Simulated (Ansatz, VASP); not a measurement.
# CuO: VASP and Ansatz over several settings

```
Cu O
1.0
     2.35736   -1.72263    0.00000
     2.35736    1.72263    0.00000
    -0.85566    0.00000    5.09137
Cu O
2 2
Direct
  0.50000 0.00000 0.50000
  0.00000 0.50000 0.00000
  0.41840 0.58160 0.75000
  0.58160 0.41840 0.25000
```

Single points on this cell with VASP 6.6.1 and Ansatz 0.2.0. Each row is one pair of runs. Alike in all rows: spin: off; k mesh: 10 × 10 × 5; smearing: fermi-dirac, width 0.05 eV; VASP's potentials, cutoff: VASP PAW PBE potentials, release 64 (Cu, O), 520 eV.

```tsv
level	Ansatz's potentials, cutoff	gap on the k mesh at the Fermi level (eV), VASP	gap on the k mesh at the Fermi level (eV), Ansatz	pressure (GPa), VASP	pressure (GPa), Ansatz	rms of the force components (eV/Å), VASP	rms of the force components (eV/Å), Ansatz
PBEsol+D4	Ansatz PAW, 420 eV	none	none	-7.8	-8.4	0.155	0.171
revPBE	Ansatz PAW, 420 eV	none	none	6.8	6.1	0.093	0.111
RPBE+D3(BJ)	Ansatz PAW, 420 eV	none	none	-14.0	-14.7	0.063	0.080
r2SCAN+D4	Ansatz PAW, 500 eV	?	none	?	-6.3	?	0.141
```

**Question.** Fill in what VASP gave in row 4.

**Answer.** gap on the k mesh at the Fermi level (eV): none; pressure (GPa): -5.3; rms of the force components (eV/Å): 0.124.

VASP's potentials hold 34 valence electrons a cell and Ansatz's 50, so a difference there can come from the potentials and not from the codes.

A gap of «none» marks a metal or a gap that the smearing closes.
